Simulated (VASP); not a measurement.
Wanted: the native input for a VASP 6.6.1 run.

```
Task                   : relaxation of cell and atoms
Functional             : PBE
Dispersion             : D3(BJ)
Potentials or basis    : VASP PAW PBE potentials, release 64 (C, F)
Cutoff                 : 600 eV
k mesh                 : 6 × 6 × 6
Occupations            : gaussian, width 0.1 eV
Spin                   : no spin polarisation
Dipole correction      : no
Further INCAR settings : ALGO = Normal; EDIFF = 1e-06; IBRION = 2; EDIFFG = -0.04; NSW = 90; ISIF = 3
```

The structure of C4F lies in POSCAR:

```
C4F
1.0
    3.7312473520      0.0000000000      0.0000000000
    0.0000000000      3.7312473520      0.0000000000
    0.0000000000      0.0000000000      3.7312473520
C F
4 1
Direct
    0.0000000000      0.0000000000      0.0000000000
    0.5000000000      0.5000000000      0.0000000000
    0.5000000000      0.0000000000      0.5000000000
    0.0000000000      0.5000000000      0.5000000000
    0.5000000000      0.5000000000      0.5000000000
```

The cell was built from a structure type or drawn by symmetry, and may not be a known phase.

These files were run (other wordings do the same):

INCAR

```
PREC     = Accurate       # precision mode
ENCUT    = 600            # plane-wave cutoff, eV
EDIFF    = 1E-6           # SCF threshold, eV
ISMEAR   = 0              # smearing method
SIGMA    = 0.1            # smearing width, eV
LREAL    = F              # projectors in reciprocal space
LASPH    = T              # aspherical terms in the spheres
NELM     = 80             # most SCF steps
ALGO     = Normal         # electronic algorithm
ISIF     = 3              # what is computed and relaxed
LWAVE    = F              # write WAVECAR
LCHARG   = F              # write CHGCAR
GGA      = PE             # functional
IVDW     = 12             # dispersion correction
IBRION   = 2              # ionic algorithm
NSW      = 90             # ionic steps
EDIFFG   = -0.04          # ionic threshold
```

KPOINTS

```
regular mesh
0
Gamma
  6 6 6
```

Potentials or basis: VASP PAW PBE potentials, release 64 (C, F).

Run with:

```sh
$ cat potpaw_PBE.64/C/POTCAR potpaw_PBE.64/F/POTCAR > POTCAR
$ mpirun -np 1 vasp_std > vasp.out
```

Results of the run:

The pressure after relaxing is -0.4 GPa, the band gap on the k mesh is zero (an odd number of electrons rules out a gap without spin polarisation) and the dispersion energy per atom is -0.189 eV.

Caveat: the relaxation stopped at its first step, so nothing moved; an odd number of electrons without spin polarisation forces a metal; a magnetic or distorted state may lie lower.

Wall time 18 s on 1 thread of Intel(R) Xeon(R) Platinum 8375C CPU @ 2.90GHz (Ice Lake) (shared host), peak memory 0.18 GiB.
